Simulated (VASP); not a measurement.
Input of a VASP 6.6.1 run:

The input INCAR:

```
PREC     = Accurate       # precision mode
ENCUT    = 520            # plane-wave cutoff, eV
EDIFF    = 1E-6           # SCF threshold, eV
ISMEAR   = 0              # smearing method
SIGMA    = 0.05           # smearing width, eV
LREAL    = F              # projectors in reciprocal space
LASPH    = T              # aspherical terms in the spheres
NELM     = 60             # most SCF steps
ALGO     = Normal         # electronic algorithm
ISIF     = 2              # what is computed and relaxed
LWAVE    = F              # write WAVECAR
LCHARG   = T              # write CHGCAR
LDIPOL   = T            
IDIPOL   = 3            
DIPOL    = 0.5 0.5 0.393
GGA      = PE             # functional
IVDW     = 12             # dispersion correction
LELF     = T              # ELF
LVHAR    = T            
LVACPOTAV= T            
NBANDS   = 35             # bands
```

KPOINTS

```
regular mesh
0
Gamma
  9 9 1
```

Contents of POSCAR:

```
WSe2
1.0
    3.2854926884      0.0000000000      0.0000000000
   -1.6427463442      2.8453201321      0.0000000000
    0.0000000000      0.0000000000     24.2386466672
Se W
4 2
Direct
    0.3333333333      0.6666666667      0.1856539295
    0.3333333333      0.6666666667      0.3246601777
    1.0000000000      1.0000000000      0.4612189569
    1.0000000000      1.0000000000      0.6002252051
    0.6666666667      0.3333333333      0.2551570536
    0.6666666667      1.3333333333      0.5307220810
```

Potentials or basis: VASP PAW PBE potentials, release 64 (Se, W_sv).

Launch:

```sh
$ cat potpaw_PBE.64/Se/POTCAR potpaw_PBE.64/W_sv/POTCAR > POTCAR
$ mpirun -np 1 vasp_std > vasp.out
```

**Question.** Estimate the dispersion energy per atom.

**Answer.** -0.393 eV.

**Question.** Predict the largest force.

**Answer.** 0.058 eV/Å.

Forces in eV/Å, atoms in the order of the input:
```
Se   0.000  0.000 -0.042
Se   0.000  0.000  0.058
Se   0.000  0.000 -0.058
Se   0.000  0.000  0.042
W    0.000  0.000  0.047
W    0.000  0.000 -0.047
```
